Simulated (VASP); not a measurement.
# ZnAu (R3m) in VASP: electric field gradients with PBE

Aim: the electric field gradients of ZnAu with PBE.

All numbers are computed with VASP 6.6.1; they aren't measurements. Logs are shortened: lines on timing, memory, paths and dates and some standing lists are left out, and cuts for length are marked.

### 1 The cell of the first run

It takes space group R3m (No. 160, trigonal). Conventional cell: a = 4.451 Å, b = 4.451 Å, c = 5.451 Å, α = 90.00°, β = 90.00°, γ = 120.00°. Zn (site symmetry 3m) has 8 Au at 2.61 to 2.85 Å and 6 Zn at 3.15 Å within 3.4 Å. Within 3.4 Å of Au (site symmetry 3m) lie 8 Zn at 2.61 to 2.85 Å and 6 Au at 3.15 Å.

### 2 Electric field gradients, PBE (atom 2 (Au) moved by [0.069282, 0.069282, 0.069282] A)

File INCAR:

```
PREC = Accurate
ENCUT = 520
EDIFF = 1E-8
ISMEAR = -1
SIGMA = 0.05
LREAL = False
LASPH = True
NELM = 80
ALGO = Normal
ISIF = 2
LWAVE = False
LCHARG = False
GGA = PE
LEFG = True
NBANDS = 18
```

File KPOINTS:

```
regular mesh
0
Gamma
  13 13 13
```

File POSCAR:

```
ZnAu
1.0
    3.1470000000      0.0000000000      0.0000000000
    0.0000000000      3.1470000000      0.0000000000
    0.0000000000      0.0000000000      3.1470000000
Zn Au
1 1
Direct
    0.5000000000      0.5000000000      0.5000000000
    0.0220152526      0.0220152526      0.0220152526
```

Potentials or basis: VASP PAW PBE potentials, release 64 (Zn, Au).

Launch:

```console
$ cat potpaw_PBE.64/Zn/POTCAR potpaw_PBE.64/Au/POTCAR > POTCAR
$ mpirun -np 1 vasp_std > vasp.out
```

OUTCAR:

```text
PREC = Accurate
   ENCUT = 520
   EDIFF = 1E-8
   ISMEAR = -1
   LREAL = False
   LASPH = True
   NELM = 80
   ISIF = 2
   GGA = PE

 ion  position               nearest neighbor table
   1  0.500  0.500  0.500-   2 2.61   2 2.69   2 2.69   2 2.69   2 2.77   2 2.77   2 2.77   2 2.85

   2  0.022  0.022  0.022-   1 2.61   1 2.69   1 2.69   1 2.69   1 2.77   1 2.77   1 2.77   1 2.85

  LATTYP: Found a simple cubic cell.
 ALAT       =     3.1470000000

  Lattice vectors:

 A1 = (   3.1470000000,   0.0000000000,   0.0000000000)
 A2 = (   0.0000000000,   3.1470000000,   0.0000000000)
 A3 = (   0.0000000000,   0.0000000000,   3.1470000000)

Analysis of symmetry for initial positions (statically):
=====================================================================
 Subroutine PRICEL returns:
 Original cell was already a primitive cell.

 Routine SETGRP: Setting up the symmetry group for a
 simple cubic supercell.

 Subroutine GETGRP returns: Found  6 space group operations
 (whereof  6 operations were pure point group operations)
 out of a pool of 48 trial point group operations.

The static configuration has the point symmetry C_3v.

Analysis of symmetry for dynamics (positions and initial velocities):
=====================================================================
 Subroutine PRICEL returns:
 Original cell was already a primitive cell.

 Routine SETGRP: Setting up the symmetry group for a
 simple cubic supercell.

 Subroutine GETGRP returns: Found  6 space group operations
 (whereof  6 operations were pure point group operations)
 out of a pool of 48 trial point group operations.

The dynamic configuration has the point symmetry C_3v.

 Subroutine INISYM returns: Found  6 space group operations
 (whereof  6 operations are pure point group operations),
 and found     1 'primitive' translations

----------------------------------------------------------------------------------------

                                     Primitive cell

  volume of cell :      31.1667

  direct lattice vectors                    reciprocal lattice vectors
     3.147000000  0.000000000  0.000000000     0.317762949  0.000000000  0.000000000
     0.000000000  3.147000000  0.000000000     0.000000000  0.317762949  0.000000000
     0.000000000  0.000000000  3.147000000     0.000000000  0.000000000  0.317762949

  length of vectors
     3.147000000  3.147000000  3.147000000     0.317762949  0.317762949  0.317762949

  position of ions in fractional coordinates (direct lattice)
     0.500000000  0.500000000  0.500000000
     0.022015253  0.022015253  0.022015253

  ion indices of the primitive-cell ions
   primitive index   ion index
                 1           1
                 2           2

----------------------------------------------------------------------------------------

 KPOINTS: regular mesh

Automatic generation of k-mesh.
 Grid dimensions read from file:
 generate k-points for:   13   13   13

 Generating k-lattice:

  Cartesian coordinates                     Fractional coordinates (reciprocal lattice)
     0.024443304  0.000000000  0.000000000     0.076923077  0.000000000  0.000000000
     0.000000000  0.024443304  0.000000000     0.000000000  0.076923077  0.000000000
     0.000000000  0.000000000  0.024443304     0.000000000  0.000000000  0.076923077

  Length of vectors
     0.024443304  0.024443304  0.024443304

  Shift w.r.t. Gamma in fractional coordinates (k-lattice)
     0.000000000  0.000000000  0.000000000

 Subroutine IBZKPT returns following result:
 ===========================================

 Found    231 irreducible k-points:

 Following reciprocal coordinates:
            Coordinates               Weight
  0.000000  0.000000  0.000000      1.000000
  0.076923  0.000000  0.000000      6.000000
  0.153846  0.000000  0.000000      6.000000
  0.230769  0.000000  0.000000      6.000000
  0.307692  0.000000  0.000000      6.000000
  0.384615  0.000000  0.000000      6.000000
[... 16 lines left out ...]
 -0.153846  0.230769  0.000000     12.000000
  0.307692  0.153846  0.000000     12.000000
 [... further k-points ...]
   k-points           NKPTS =    231   k-points in BZ     NKDIM =    231   number of bands    NBANDS=     18
   number of dos      NEDOS =    301   number of ions     NIONS =      2
   total plane-waves  NPLWV =  13824
   dimension x,y,z NGX =    24 NGY =   24 NGZ =   24
   dimension x,y,z NGXF=    48 NGYF=   48 NGZF=   48
   ions per type =               1   1
   NGX,Y,Z   is equivalent  to a cutoff of  12.68, 12.68, 12.68 a.u.
   NGXF,Y,Z  is equivalent  to a cutoff of  25.36, 25.36, 25.36 a.u.
 SYSTEM =  unknown system
   PREC   = accura    normal or accurate (medium, high low for compatibility)
   ISTART =      0    job   : 0-new  1-cont  2-samecut
   ICHARG =      2    charge: 1-file 2-atom 10-const
   ISPIN  =      1    spin polarized calculation?
   LNONCOLLINEAR =      F non collinear calculations
   LSORBIT =      F    spin-orbit coupling
   LASPH  =      T    aspherical Exc in radial PAW
   ENCUT  =  520.0 eV  38.22 Ry    6.18 a.u.   5.85  5.85  5.85*2*pi/ulx,y,z
   NELM   =     80;   NELMIN=  2; NELMDL= -5     # of ELM steps
   EDIFF  = 0.1E-07   stopping-criterion for ELM
   LREAL  =      F    real-space projection
   EDIFFG = 0.1E-06   stopping-criterion for IOM
   NSW    =      0    number of steps for IOM
   IBRION =     -1    ionic relax: 0-MD 1-quasi-New 2-CG
   NFREE  =      0    steps in history (QN), initial steepest desc. (CG)
   ISIF   =      2    stress and relaxation
   ISYM   =      2    0-nonsym 1-usesym 2-fastsym
   POTIM  = 0.5000    time-step for ionic-motion
   TEBEG  =    0.0;   TEEND  =   0.0 temperature during run
   PSTRESS=    0.0 pullay stress
   NELECT =      23.0000    total number of electrons
   NUPDOWN=      -1.0000    fix difference up-down
   EMIN   =  10.00;   EMAX   =-10.00  energy-range for DOS
   EFERMI =   0.00;   METHOD = LEGACY
   ISMEAR =    -1;   SIGMA  =   0.05  broadening in eV -4-tet -1-fermi 0-gaus
   EFERMI_NEDOS =   21; number of points for ismear=-14 and -15
   IALGO  =     38    algorithm
   IMIX   =      4    mixing-type and parameters
     AMIX     =   0.40;   BMIX     =  1.00
     AMIX_MAG =   1.60;   BMIX_MAG =  1.00
  volume/ion in A,a.u.               =      15.58       105.16
  Fermi-wavevector in a.u.,A,eV,Ry     =   1.479406  2.795672 29.778283  2.188642
  Thomas-Fermi vector in A             =   2.593568
   LORBIT       =      0    0 simple, 1 ext, 2 COOP (PROOUT), +10 PAW based schemes
   GGA     = PE    functional components
   LHFCALC =     F    Hartree Fock is set to
   AEXX    =    0.0000 exact exchange contribution
   IVDW    =     0    specifies the selected vdW correction
   LEPSILON=     F    determine dielectric tensor
   LRPA    =     F    only Hartree local field effects (RPA)
 non-spin polarized calculation
  energy-cutoff  :      520.00
  volume of cell :       31.17
 maximum number of plane-waves:       864
   NGX = 11   NGY = 11   NGZ = 11

 number of electron      22.9999999 magnetization

 Free energy of the ion-electron system (eV)
  ---------------------------------------------------
  ext. energy  EPLUGINS =         0.00000000
  ---------------------------------------------------
  free energy    TOTEN  =        -4.70317656 eV

  energy without entropy =       -4.69681841  energy(sigma->0) =       -4.69999749

 E-fermi :   7.1524     XC(G=0): -12.3744

 val. band max:        7.1098102968   @ k =  -0.3846   0.4615   0.2308
 cond. band min:       7.1618577806   @ k =  -0.4615   0.3077   0.3077
 fundamental gap:      0.0520474838
 Fermi energy:         7.1523631274

 k-point     1 :       0.0000    0.0000    0.0000
  band No.  band energies     occupation
      1      -3.5253      2.00000
      2      -1.0381      2.00000
      3      -1.0381      2.00000
      4      -0.3635      2.00000
      5      -0.3359      2.00000
      6      -0.3359      2.00000
[... 10 lines left out ...]
     17      19.1996      0.00000
     18      25.4029      0.00000

 k-point     2 :       0.0769    0.0000    0.0000
  band No.  band energies     occupation
      1      -3.4201      2.00000
      2      -1.0162      2.00000
      3      -1.0066      2.00000
      4      -0.3623      2.00000
      5      -0.3372      2.00000
      6      -0.3303      2.00000
[... 10 lines left out ...]
     17      19.6904      0.00000
     18      25.3169      0.00000

 k-point     3 :       0.1538    0.0000    0.0000
  band No.  band energies     occupation
      1      -3.1100      2.00000
      2      -0.9538      2.00000
      3      -0.9199      2.00000
      4      -0.3623      2.00000
      5      -0.3405      2.00000
      6      -0.3111      2.00000
[... 10 lines left out ...]
     17      21.2095      0.00000
     18      25.0891      0.00000

 k-point     4 :       0.2308    0.0000    0.0000
  band No.  band energies     occupation
      1      -2.6129      2.00000
      2      -0.8607      2.00000
      3      -0.7993      2.00000
      4      -0.3636      2.00000
      5      -0.3447      2.00000
      6      -0.2805      2.00000
[... 10 lines left out ...]
     17      23.1575      0.00000
     18      23.9377      0.00000

 k-point     5 :       0.3077    0.0000    0.0000
  band No.  band energies     occupation
      1      -1.9668      2.00000
      2      -0.7531      2.00000
      3      -0.6729      2.00000
      4      -0.3635      2.00000
      5      -0.3492      2.00000
      6      -0.2468      2.00000
[... 10 lines left out ...]
     17      22.2153      0.00000
     18      22.3578      0.00000

 k-point     6 :       0.3846    0.0000    0.0000
  band No.  band energies     occupation
      1      -1.2584      2.00000
      2      -0.6535      2.00000
      3      -0.5635      2.00000
      4      -0.3600      2.00000
      5      -0.3556      2.00000
      6      -0.2184      2.00000
[... 307 lines left out ...]
 k-point    21 :      -0.1538    0.1538    0.0000
  band No.  band energies     occupation
      1      -2.7168      2.00000
      2      -0.8776      2.00000
      3      -0.8174      2.00000
      4      -0.4220      2.00000
      5      -0.3510      2.00000
      6      -0.2571      2.00000
[... 10 lines left out ...]
     17      21.2757      0.00000
     18      22.4667      0.00000

 k-point    22 :       0.2308    0.1538    0.0000
  band No.  band energies     occupation
      1      -2.2550      2.00000
      2      -0.8129      2.00000
      3      -0.6970      2.00000
      4      -0.4270      2.00000
      5      -0.3396      2.00000
      6      -0.2621      2.00000
[... 10 lines left out ...]
     17      21.4627      0.00000
     18      23.4055      0.00000

 k-point    23 :      -0.1538    0.2308    0.0000
  band No.  band energies     occupation
      1      -2.2580      2.00000
      2      -0.8108      2.00000
      3      -0.7015      2.00000
      4      -0.4456      2.00000
      5      -0.3395      2.00000
      6      -0.2474      2.00000
[... 10 lines left out ...]
     17      21.3326      0.00000
     18      23.3768      0.00000

 k-point    24 :       0.3077    0.1538    0.0000
  band No.  band energies     occupation
      1      -1.6912      2.00000
      2      -0.7449      2.00000
      3      -0.5803      2.00000
      4      -0.4375      2.00000
      5      -0.2950      2.00000
      6      -0.2574      2.00000
[... 10 lines left out ...]
     17      21.2283      0.00000
     18      22.4284      0.00000

 [... further k-points ...]

------------------------ aborting loop because EDIFF is reached ----------------------------------------

  FORCE on cell =-STRESS in cart. coord.  units (eV):
  Direction    XX          YY          ZZ          XY          YZ          ZX
  --------------------------------------------------------------------------------------
  -------------------------------------------------------------------------------------
  Total        1.1206810      1.1206810      1.1206810      0.0998368      0.0998368      0.0998368
  in kB       57.6105929     57.6105929     57.6105929      5.1322877      5.1322877      5.1322877
  external PRESSURE =      57.6105929 kB  Pullay stress =       0.0000000 kB

 VOLUME and BASIS-vectors are now :
 -----------------------------------------------------------------------------
  energy-cutoff  :      520.00
  volume of cell :       31.17
      direct lattice vectors                 reciprocal lattice vectors
     3.147000000  0.000000000  0.000000000     0.317762949  0.000000000  0.000000000
     0.000000000  3.147000000  0.000000000     0.000000000  0.317762949  0.000000000
     0.000000000  0.000000000  3.147000000     0.000000000  0.000000000  0.317762949

 POSITION                                       TOTAL-FORCE (eV/Angst)
 -----------------------------------------------------------------------------------
      1.57350      1.57350      1.57350         0.281460      0.281460      0.281460
      0.06928      0.06928      0.06928        -0.281460     -0.281460     -0.281460
 -----------------------------------------------------------------------------------
    total drift:                                0.000025      0.000025      0.000025

  FREE ENERGIE OF THE ION-ELECTRON SYSTEM (eV)
  ---------------------------------------------------
  free  energy   TOTEN  =        -4.7031765642 eV

  energy  without entropy=       -4.6968184117  energy(sigma->0) =       -4.69999749

 Electric field gradients (V/A^2)
---------------------------------------------------------------------
 ion       V_xx      V_yy      V_zz      V_xy      V_xz      V_yz
---------------------------------------------------------------------
   1      -0.000    -0.000     0.000    -0.681    -0.681    -0.681
   2       0.000     0.000    -0.000    -1.629    -1.629    -1.629
---------------------------------------------------------------------

 Electric field gradients after diagonalization (V/A^2)
 (convention: |V_zz| > |V_xx| > |V_yy|)
----------------------------------------------------------------------
 ion       V_xx      V_yy      V_zz     asymmetry (V_yy - V_xx)/ V_zz
----------------------------------------------------------------------
   1       0.681     0.681    -1.362       0.000
   2       1.629     1.629    -3.258       0.000
----------------------------------------------------------------------

           NMR quadrupolar parameters

 Cq : quadrupolar parameter    Cq=e*Q*V_zz/h
 eta: asymmetry parameters     (V_yy - V_xx)/ V_zz
 Q  : nuclear electric quadrupole moment in mb (millibarn)
----------------------------------------------------------------------
 ion       Cq(MHz)       eta       Q (mb)
----------------------------------------------------------------------
   1      -0.003       0.000       1.000
   2      -0.008       0.000       1.000
----------------------------------------------------------------------
```

Wall time 67 s (1 thread of AMD EPYC 7R13 (Zen 3), shared host); peak memory 0.22 GiB.

Results:

- Free energy: -4.7032 eV
- Pressure: 5.8 GPa
- Largest force: 0.488 eV/Å
- Band gap on the k mesh: zero (an odd number of electrons rules out a gap without spin polarisation)
- Largest electric field gradient by atom: Zn -1.4; Au -3.3 V/Å²

Forces in eV/Å, atoms in the order of the input:
```
Zn   0.281  0.281  0.281
Au  -0.281 -0.281 -0.281
```

Stress tensor (GPa, compression positive):
```
5.76 0.51 0.51
0.51 5.76 0.51
0.51 0.51 5.76
```

Electric field gradients, principal values (V/Å²):
```csv
atom,least,middle,greatest (by size)
1 Zn,0.681,0.681,-1.362
2 Au,1.629,1.629,-3.258
```

Caveat: the cell differs from its parent crystal (atom 2 (Au) moved by [0.069282, 0.069282, 0.069282] A); the cell stands under pressure; without QUAD_EFG the Cq values of the log hold for a quadrupole moment of 1 mb, not for the nuclei; spin-orbit coupling is left out, which moves the levels of the heavy elements.
